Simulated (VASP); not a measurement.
Input of a VASP 6.6.1 run:

INCAR

```
ALGO     = Normal         # electronic algorithm
EDIFF    = 1E-6           # SCF threshold, eV
ENCUT    = 600            # plane-wave cutoff, eV
GGA      = PE             # functional
GGA_COMPAT= False        
ISIF     = 2              # what is computed and relaxed
ISMEAR   = 0              # smearing method
LASPH    = True           # aspherical terms in the spheres
LCHARG   = False          # write CHGCAR
LREAL    = False          # projectors in reciprocal space
LWAVE    = False          # write WAVECAR
NBANDS   = 15             # bands
NELM     = 120            # most SCF steps
PREC     = Accurate       # precision mode
SIGMA    = 0.1            # smearing width, eV
```

File KPOINTS:

```
k-points
0
Gamma
  6 6 6
```

File POSCAR:

```
SrO
1.0
    0.0000000000      2.5800000000      2.5800000000
    2.5800000000      0.0000000000      2.5800000000
    2.5800000000      2.5800000000      0.0000000000
Sr O
1 1
Direct
    0.0000000000      0.0000000000      0.0000000000
    0.5000000000      0.5000000000      0.5000000000
```

Potentials or basis: VASP PAW PBE potentials, release 64 (Sr_sv, O).

Launch:

```bash
$ cat potpaw_PBE.64/Sr_sv/POTCAR potpaw_PBE.64/O/POTCAR > POTCAR
$ mpirun -np 1 vasp_std > vasp.out
```

Question: Estimate the pressure.

Answer: 2.3 GPa.

Question: Estimate the band gap on the k mesh.

Answer: 3.27 eV, indirect (least direct gap 3.37 eV).

A k mesh can miss the band edges.
